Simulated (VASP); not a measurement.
# BaTiO3 in VASP: further runs

The runs below take BaTiO3 through single point, with PBE, PBE+U, PBEsol.

All numbers are computed with VASP 6.6.1; they aren't measurements. Logs are shortened: lines on timing, memory, paths and dates and some standing lists are left out, and cuts for length are marked.

## (1) The cell of the first run

Symmetry: R3m, No. 160, trigonal system. Conventional cell: a = 5.727 Å, b = 5.727 Å, c = 7.069 Å, α = 90.00°, β = 90.00°, γ = 120.00°. Within 3.7 Å of Ba (site symmetry 3m) lie 12 O at 2.78 to 2.98 Å and 8 Ti at 3.43 to 3.64 Å. Within 2.5 Å of Ti (site symmetry 3m) lie 6 O at 1.87 to 2.21 Å. O (site symmetry m) has 2 Ti at 1.87 to 2.21 Å within 2.5 Å.

## (2) Single point, PBE

INCAR

```
PREC = Accurate
ENCUT = 520
EDIFF = 1E-6
ISMEAR = -1
SIGMA = 0.05
LREAL = False
LASPH = True
NELM = 80
ALGO = Normal
ISIF = 2
LWAVE = False
LCHARG = True
GGA = PE
LELF = True
LVHAR = True
NBANDS = 28
```

KPOINTS

```
Automatic mesh
0
Gamma
  7 7 7
```

POSCAR

```
BaTiO3
1.0
    2.8632821885      1.6531167423      2.3563302769
   -2.8632821885      1.6531167423      2.3563302769
    0.0000000000     -3.3062334846      2.3563302769
Ba Ti O
1 1 3
Direct
   -0.0054260867     -0.0054260867     -0.0054260867
    0.4803369935      0.4803369935      0.4803369935
    0.5112043537      0.0218803858      0.5112043537
    0.0218803858      0.5112043537      0.5112043537
    0.5112043537      0.5112043537      0.0218803858
```

Potentials or basis: VASP PAW PBE potentials, release 64 (Ba_sv, Ti_sv, O).

Started as:

```bash
cat potpaw_PBE.64/Ba_sv/POTCAR potpaw_PBE.64/Ti_sv/POTCAR potpaw_PBE.64/O/POTCAR > POTCAR
mpirun -np 1 vasp_std > vasp.out
```

OUTCAR:

```text
PREC = Accurate
   ENCUT = 520
   EDIFF = 1E-6
   ISMEAR = -1
   LREAL = False
   LASPH = True
   NELM = 80
   ISIF = 2
   GGA = PE

 ion  position               nearest neighbor table
   1  0.995  0.995  0.995-   3 2.78   4 2.78   5 2.78   5 2.87   5 2.87   4 2.87   3 2.87   3 2.87
                             4 2.87   4 2.98   3 2.98   5 2.98   2 3.43   2 3.48   2 3.48   2 3.48
   2  0.480  0.480  0.480-   3 1.87   4 1.87   5 1.87   3 2.21   4 2.21   5 2.21   1 3.43   1 3.48
                             1 3.48   1 3.48   1 3.54   1 3.54   1 3.54   1 3.64
   3  0.511  0.022  0.511-   2 1.87   2 2.21   1 2.78   1 2.87   1 2.87   1 2.98
   4  0.022  0.511  0.511-   2 1.87   2 2.21   1 2.78   1 2.87   1 2.87   1 2.98
   5  0.511  0.511  0.022-   2 1.87   2 2.21   1 2.78   1 2.87   1 2.87   1 2.98

  LATTYP: Found a trigonal (rhomboedric) cell.
 ALAT       =     4.0599842646
 COS(alpha) =     0.0052599625

  Lattice vectors:

 A1 = (   2.8632821885,   1.6531167423,   2.3563302769)
 A2 = (  -2.8632821885,   1.6531167423,   2.3563302769)
 A3 = (   0.0000000000,  -3.3062334846,   2.3563302769)

Analysis of symmetry for initial positions (statically):
=====================================================================
 Subroutine PRICEL returns:
 Original cell was already a primitive cell.

 Routine SETGRP: Setting up the symmetry group for a
 trigonal (rhombohedral) supercell.

 Subroutine GETGRP returns: Found  6 space group operations
 (whereof  6 operations were pure point group operations)
 out of a pool of 12 trial point group operations.

The static configuration has the point symmetry C_3v.

Analysis of symmetry for dynamics (positions and initial velocities):
=====================================================================
 Subroutine PRICEL returns:
 Original cell was already a primitive cell.

 Routine SETGRP: Setting up the symmetry group for a
 trigonal (rhombohedral) supercell.

 Subroutine GETGRP returns: Found  6 space group operations
 (whereof  6 operations were pure point group operations)
 out of a pool of 12 trial point group operations.

The dynamic configuration has the point symmetry C_3v.

 Subroutine INISYM returns: Found  6 space group operations
 (whereof  6 operations are pure point group operations),
 and found     1 'primitive' translations

----------------------------------------------------------------------------------------

                                     Primitive cell

  volume of cell :      66.9199

  direct lattice vectors                    reciprocal lattice vectors
[... 85 lines left out ...]
   ISTART =      0    job   : 0-new  1-cont  2-samecut
   ICHARG =      2    charge: 1-file 2-atom 10-const
   ISPIN  =      1    spin polarized calculation?
   LNONCOLLINEAR =      F non collinear calculations
   LSORBIT =      F    spin-orbit coupling
   LASPH  =      T    aspherical Exc in radial PAW
   ENCUT  =  520.0 eV  38.22 Ry    6.18 a.u.   7.55  7.55  7.55*2*pi/ulx,y,z
   NELM   =     80;   NELMIN=  2; NELMDL= -5     # of ELM steps
   EDIFF  = 0.1E-05   stopping-criterion for ELM
   LREAL  =      F    real-space projection
   EDIFFG = 0.1E-04   stopping-criterion for IOM
   NSW    =      0    number of steps for IOM
   IBRION =     -1    ionic relax: 0-MD 1-quasi-New 2-CG
   NFREE  =      0    steps in history (QN), initial steepest desc. (CG)
   ISIF   =      2    stress and relaxation
   ISYM   =      2    0-nonsym 1-usesym 2-fastsym
   POTIM  = 0.5000    time-step for ionic-motion
   TEBEG  =    0.0;   TEEND  =   0.0 temperature during run
   PSTRESS=    0.0 pullay stress
   NELECT =      40.0000    total number of electrons
   NUPDOWN=      -1.0000    fix difference up-down
   EMIN   =  10.00;   EMAX   =-10.00  energy-range for DOS
   EFERMI =   0.00;   METHOD = LEGACY
   ISMEAR =    -1;   SIGMA  =   0.05  broadening in eV -4-tet -1-fermi 0-gaus
   EFERMI_NEDOS =   21; number of points for ismear=-14 and -15
   IALGO  =     38    algorithm
   IMIX   =      4    mixing-type and parameters
     AMIX     =   0.40;   BMIX     =  1.00
     AMIX_MAG =   1.60;   BMIX_MAG =  1.00
  volume/ion in A,a.u.               =      13.38        90.32
  Fermi-wavevector in a.u.,A,eV,Ry     =   1.379039  2.606005 25.874850  1.901748
  Thomas-Fermi vector in A             =   2.504045
   LORBIT       =      0    0 simple, 1 ext, 2 COOP (PROOUT), +10 PAW based schemes
   GGA     = PE    functional components
[... 5 lines left out ...]
 non-spin polarized calculation
  energy-cutoff  :      520.00
  volume of cell :       66.92
 maximum number of plane-waves:      1824
 NGX is ok and might be reduce to    30
   NGX = 15   NGY = 15   NGZ = 15

 number of electron      40.0000016 magnetization

 Free energy of the ion-electron system (eV)
  ---------------------------------------------------
  ext. energy  EPLUGINS =         0.00000000
  ---------------------------------------------------
  free energy    TOTEN  =       -40.05475606 eV

  energy without entropy =      -40.05475606  energy(sigma->0) =      -40.05475606

 E-fermi :   4.5736     XC(G=0): -11.0069

 val. band max:        3.3733016917   @ k =   0.4286   0.4286   0.4286
 cond. band min:       6.0149332712   @ k =   0.0000   0.0000   0.0000
 fundamental gap:      2.6416315795
 Fermi energy:         4.5735833398

 k-point     1 :       0.0000    0.0000    0.0000
  band No.  band energies     occupation
      1     -52.8620      2.00000
      2     -29.1180      2.00000
      3     -29.1158      2.00000
      4     -29.1158      2.00000
      5     -21.4703      2.00000
      6     -13.2786      2.00000
[... 733 lines left out ...]
     27      11.5577      0.00000
     28      11.7343      0.00000

 [... further k-points ...]
[... 5 lines left out ...]
  --------------------------------------------------------------------------------------
  -------------------------------------------------------------------------------------
  Total        0.6784096      0.6784096      0.6452440     -0.0000000      0.0000000      0.0000000
  in kB       16.2422991     16.2422991     15.4482554     -0.0000000      0.0000000      0.0000000
  external PRESSURE =      15.9776179 kB  Pullay stress =       0.0000000 kB

 VOLUME and BASIS-vectors are now :
 -----------------------------------------------------------------------------
  energy-cutoff  :      520.00
  volume of cell :       66.92
      direct lattice vectors                 reciprocal lattice vectors
     2.863282188  1.653116742  2.356330277     0.174624772  0.100819659  0.141462908
    -2.863282188  1.653116742  2.356330277    -0.174624772  0.100819659  0.141462908
     0.000000000 -3.306233485  2.356330277     0.000000000 -0.201639319  0.141462908

 POSITION                                       TOTAL-FORCE (eV/Angst)
 -----------------------------------------------------------------------------------
      0.00000      0.00000      7.03063         0.000000     -0.000000      0.045244
      0.00000      0.00000      3.39550         0.000000     -0.000000      0.092510
      1.40107     -0.80891      2.46069         0.031064     -0.017935     -0.045918
     -1.40107     -0.80891      2.46069        -0.031064     -0.017935     -0.045918
      0.00000      1.61782      2.46069         0.000000      0.035870     -0.045918
 -----------------------------------------------------------------------------------
    total drift:                               -0.000000      0.000005     -0.000350

  FREE ENERGIE OF THE ION-ELECTRON SYSTEM (eV)
  ---------------------------------------------------
  free  energy   TOTEN  =       -40.0547560645 eV

  energy  without entropy=      -40.0547560645  energy(sigma->0) =      -40.05475606
```

stdout:

```text
POSCAR found type information on POSCAR BaTiO
 POSCAR found :  3 types and       5 ions
 scaLAPACK will be used
 LDA part: xc-table for (Slater+PW92), standard interpolation
 POSCAR, INCAR and KPOINTS ok, starting setup
 FFT: planning ... GRIDC
 FFT: planning ... GRID_SOFT
 FFT: planning ... GRID
 WAVECAR not read
 entering main loop
```

It took 2.7 min on 1 thread of AMD EPYC 7R43 (Zen 3), shared host; peak memory 0.19 GiB.

What came out:

```yaml
Free_energy: -40.0548 eV
Pressure: 1.6 GPa
Largest_force: 0.093 eV/Å
Band_gap_on_the_k_mesh: 2.64 eV, indirect (least direct gap 3.13 eV)
```

Forces in eV/Å, atoms in the order of the input:
```
Ba   0.000  0.000  0.045
Ti   0.000  0.000  0.093
O    0.031 -0.018 -0.046
O   -0.031 -0.018 -0.046
O    0.000  0.036 -0.046
```

Levels at points of the mesh, in eV from the valence-band top:
```csv
k point,band 17,band 18,band 19,band 20,band 21,band 22,band 23,band 24
"(0.00, 0.00, 0.00)",-0.93,-0.64,-0.49,-0.49,2.64,2.64,2.82,4.55
```

Caveat: spin-orbit coupling is left out, which moves the levels of the heavy elements.

## (3) Single point, PBE+U

INCAR

```
SYSTEM = BaTiO3
  ALGO = Normal
  EDIFF = 1E-7
  ENCUT = 520
  GGA = PE
  ISIF = 2
  ISMEAR = -1
  LASPH = .True.
  LCHARG = .True.
  LDAU = .True.
  LDAUJ = 0 0 0
  LDAUL = -1 2 -1
  LDAUPRINT = 1
  LDAUTYPE = 2
  LDAUU = 0 1 0
  LELF = .True.
  LMAXMIX = 4
  LREAL = .False.
  LVHAR = .True.
  LWAVE = .False.
  NBANDS = 28
  NELM = 150
  PREC = Accurate
  SIGMA = 0.05
```

KPOINTS

```
k-points
0
Gamma
  7 7 7
  0 0 0
```

POSCAR

```
BaTiO3
1.0
    2.8626562985      1.6527553845      2.3542953535
   -2.8626562985      1.6527553845      2.3542953535
    0.0000000000     -3.3055107691      2.3542953535
Ba Ti O
1 1 3
Direct
   -0.0049982582     -0.0049982582     -0.0049982582
    0.4816321041      0.4816321041      0.4816321041
    0.5108316707      0.0209028127      0.5108316707
    0.0209028127      0.5108316707      0.5108316707
    0.5108316707      0.5108316707      0.0209028127
```

Potentials or basis: VASP PAW PBE potentials, release 64 (Ba_sv, Ti_sv, O).

Started as:

```bash
cat potpaw_PBE.64/Ba_sv/POTCAR potpaw_PBE.64/Ti_sv/POTCAR potpaw_PBE.64/O/POTCAR > POTCAR
mpirun -np 1 vasp_std > vasp.out
```

Run time: 37 s. Hardware: 1 thread of Intel Xeon 6975P-C (Granite Rapids), shared host; peak memory 0.22 GiB.

Results (log left out):

| Property | Result |
| --- | --- |
| Free energy | -39.3362 eV |
| Pressure | 2.1 GPa |
| Largest force | 0.253 eV/Å |
| Band gap on the k mesh | 2.65 eV, indirect (least direct gap 3.11 eV) |

Forces in eV/Å, atoms in the order of the input:
```
Ba   0.000  0.000  0.045
Ti   0.000  0.000  0.253
O    0.103 -0.059 -0.099
O   -0.103 -0.059 -0.099
O    0.000  0.119 -0.099
```

Stress tensor (GPa, compression positive):
```
2.17 0.00 0.00
0.00 2.17 0.00
0.00 0.00 1.93
```

Levels at points of the mesh, in eV from the valence-band top:
```tsv
k point	band 16	band 17	band 18	band 19	band 20	band 21	band 22	band 23	band 24	band 25
(0.00, 0.00, 0.00)	-1.26	-0.94	-0.59	-0.46	-0.46	2.65	2.65	2.81	4.47	4.47
```

Eigenvalues of the final occupation matrices:
```tsv
site	spin	trace	eigenvalues
site 2 d	1	0.89	0.13 0.13 0.13 0.25 0.25
site 2 d	2	0.89	0.13 0.13 0.13 0.25 0.25
```

Caveat: spin-orbit coupling is left out, which moves the levels of the heavy elements. A k mesh can miss the band edges.

## (4) Single point, PBEsol (atoms moved at random)

INCAR

```
SYSTEM = BaTiO3
  PREC = Accurate
  ENCUT = 600
  EDIFF = 1E-6
  ISMEAR = -1
  SIGMA = 0.05
  LREAL = .False.
  LASPH = .True.
  NELM = 120
  ALGO = Normal
  ISIF = 2
  LWAVE = .False.
  LCHARG = .True.
  GGA = PS
  LELF = .True.
  LVHAR = .True.
  NBANDS = 28
  GGA_COMPAT = .False.
```

KPOINTS

```
regular mesh
0
Gamma
  7 7 7
  0 0 0
```

POSCAR

```
BaTiO3
1.0
    2.8273666084      1.6323808724      2.3183934932
   -2.8273666084      1.6323808724      2.3183934932
    0.0000000000     -3.2647617449      2.3183934932
Ba Ti O
1 1 3
Direct
   -0.0126770000     -0.0079790000      0.0071180000
    0.4831240000      0.4725880000      0.4820330000
    0.5105020000      0.0092900000      0.5165310000
    0.0211820000      0.5202550000      0.5135860000
    0.5107760000      0.5139200000      0.0142200000
```

Started as:

```bash
cat potpaw_PBE.64/Ba_sv/POTCAR potpaw_PBE.64/Ti_sv/POTCAR potpaw_PBE.64/O/POTCAR > POTCAR
mpirun -np 1 vasp_std > vasp.out
```

Wall time 3.6 min (1 thread of AMD EPYC 7R43 (Zen 3), shared host); peak memory 0.44 GiB.

Results (log left out):

- Free energy: -41.9643 eV
- Pressure: 0.7 GPa
- Largest force: 0.549 eV/Å
- Band gap on the k mesh: 2.52 eV, indirect (least direct gap 2.94 eV)

Forces in eV/Å, atoms in the order of the input:
```
Ba   0.199  0.309  0.005
Ti  -0.306 -0.098  0.445
O   -0.309  0.322  0.079
O    0.186 -0.152 -0.460
O    0.229 -0.381 -0.070
```

Stress tensor (GPa, compression positive):
```
 0.55  0.24 -0.08
 0.24  0.29  0.46
-0.08  0.46  1.39
```

Levels at points of the mesh, in eV from the valence-band top:
```tsv
k point	band 17	band 18	band 19	band 20	band 21	band 22	band 23	band 24
(0.00, 0.00, 0.00)	-1.03	-0.56	-0.44	-0.42	2.52	2.64	2.83	4.68
```

Caveat: the cell differs from its parent crystal (atoms moved at random); the PAW data sets were made with another functional, which shifts forces and pressure a little; spin-orbit coupling is left out, which moves the levels of the heavy elements. A k mesh can miss the band edges.

## (5) Single point, PBE

This run uses another cell than the first one, of 13.12 Å³/atom, 0.980 times its volume.

INCAR

```
SYSTEM = BaTiO3
ALGO = Normal
EDIFF = 1E-6
ENCUT = 520
GGA = PE
ISIF = 2
ISMEAR = -1
LASPH = .TRUE.
LCHARG = .FALSE.
LREAL = .FALSE.
LWAVE = .FALSE.
NBANDS = 28
NELM = 80
PREC = Accurate
SIGMA = 0.05
```

KPOINTS

```
k-points
0
G
  7 7 7
  0 0 0
```

POSCAR

```
BaTiO3
1.0
    2.8463331917      1.6433312344      2.3378526949
   -2.8463331917      1.6433312344      2.3378526949
    0.0000000000     -3.2866624689      2.3378526948
Ba Ti O
1 1 3
Direct
   -0.0039419361     -0.0039419361     -0.0039419361
    0.4828179350      0.4828179350      0.4828179350
    0.5105341503      0.0192557005      0.5105341503
    0.0192557005      0.5105341503      0.5105341503
    0.5105341503      0.5105341503      0.0192557005
```

Started as:

```bash
cat potpaw_PBE.64/Ba_sv/POTCAR potpaw_PBE.64/Ti_sv/POTCAR potpaw_PBE.64/O/POTCAR > POTCAR
mpirun -np 1 vasp_std > vasp.out
```

Wall time 2.6 min (1 thread of AMD EPYC 7R13, shared host); peak memory 0.19 GiB.

The run converged. Its results:

| Property | Result |
| --- | --- |
| Free energy | -40.0358 eV |
| Pressure | 3.7 GPa |
| Largest force | 0.080 eV/Å |
| Band gap on the k mesh | 2.52 eV, indirect (least direct gap 2.93 eV) |

Forces in eV/Å, atoms in the order of the input:
```
Ba   0.000  0.000  0.040
Ti   0.000  0.000  0.080
O    0.026 -0.015 -0.040
O   -0.026 -0.015 -0.040
O    0.000  0.030 -0.040
```

Stress tensor (GPa, compression positive):
```
3.71 0.00 0.00
0.00 3.71 0.00
0.00 0.00 3.62
```

Levels at points of the mesh, in eV from the valence-band top:
| k point | band 17 | band 18 | band 19 | band 20 | band 21 | band 22 | band 23 | band 24 |
| --- | --- | --- | --- | --- | --- | --- | --- | --- |
| (0.00, 0.00, 0.00) | -0.97 | -0.55 | -0.41 | -0.41 | 2.52 | 2.52 | 2.68 | 4.51 |

Caveat: spin-orbit coupling is left out, which moves the levels of the heavy elements.

## (6) Single point, PBE

INCAR

```
PREC     = Accurate       # precision mode
ENCUT    = 520            # plane-wave cutoff, eV
EDIFF    = 1E-6           # SCF threshold, eV
ISMEAR   = -1             # smearing method
SIGMA    = 0.05           # smearing width, eV
LREAL    = F              # projectors in reciprocal space
LASPH    = T              # aspherical terms in the spheres
NELM     = 100            # most SCF steps
ALGO     = Normal         # electronic algorithm
ISIF     = 2              # what is computed and relaxed
LWAVE    = F              # write WAVECAR
LCHARG   = F              # write CHGCAR
GGA      = PE             # functional
NBANDS   = 28             # bands
```

KPOINTS

```
regular mesh
0
Gamma
  7 7 7
```

POSCAR

```
BaTiO3
1.0
    2.8632821884      1.6531167422      2.3563302756
   -2.8632821884      1.6531167422      2.3563302756
    0.0000000000     -3.3062334845      2.3563302756
Ba Ti O
1 1 3
Direct
   -0.0054260864     -0.0054260864     -0.0054260864
    0.4803369938      0.4803369938      0.4803369938
    0.5112043536      0.0218803854      0.5112043536
    0.0218803854      0.5112043536      0.5112043536
    0.5112043536      0.5112043536      0.0218803854
```

Potentials or basis: VASP PAW PBE potentials, release 64 (Ba_sv, Ti_sv, O).

Started as:

```bash
cat potpaw_PBE.64/Ba_sv/POTCAR potpaw_PBE.64/Ti_sv/POTCAR potpaw_PBE.64/O/POTCAR > POTCAR
mpirun -np 1 vasp_std > vasp.out
```

Run time: 2.5 min. Hardware: 1 thread of AMD EPYC 7R13, shared host; peak memory 0.2 GiB.

The run converged. Its results:

```yaml
Free_energy: -40.0548 eV
Pressure: 1.6 GPa
Largest_force: 0.093 eV/Å
Band_gap_on_the_k_mesh: 2.64 eV, indirect (least direct gap 3.13 eV)
```

Forces on the atoms (eV/Å):
```
Ba   0.000  0.000  0.045
Ti   0.000  0.000  0.093
O    0.031 -0.018 -0.046
O   -0.031 -0.018 -0.046
O    0.000  0.036 -0.046
```

Stress tensor (GPa, compression positive):
```
1.62 0.00 0.00
0.00 1.62 0.00
0.00 0.00 1.54
```

Levels at points of the mesh, in eV from the valence-band top:
```csv
k point,band 17,band 18,band 19,band 20,band 21,band 22,band 23,band 24
"(0.00, 0.00, 0.00)",-0.93,-0.64,-0.49,-0.49,2.64,2.64,2.82,4.55
```

Caveat: spin-orbit coupling is left out, which moves the levels of the heavy elements. A k mesh can miss the band edges.

## (7) Overview

```tsv
level	U	cell	cutoff (eV)	gap on the mesh (eV)	pressure (GPa)	largest force (eV/Å)
PBE	-	a = 4.060 Å, angles 89.7°, 5 atoms	520	2.64	1.6	0.09
PBE+U	Ti d U = 1.0 eV	a = 4.058 Å, angles 89.7°, 5 atoms	520	2.65	2.1	0.25
PBEsol	-	a = 4.004 Å, angles 89.8°, 5 atoms	600	2.52	0.7	0.55
PBE	-	a = 4.033 Å, angles 89.8°, 5 atoms	520	2.52	3.7	0.08
```

Alike in all rows: task single point; potentials or basis VASP PAW PBE potentials, release 64 (Ba_sv, Ti_sv, O); no spin polarisation; k mesh 7 × 7 × 7; smearing fermi-dirac 0.05 eV.

Caveats: spin-orbit coupling is left out, which moves the levels of the heavy elements; the PAW data sets were made with another functional, which shifts forces and pressure a little (some runs).

Absolute energies hang on the potentials; compare differences alone.
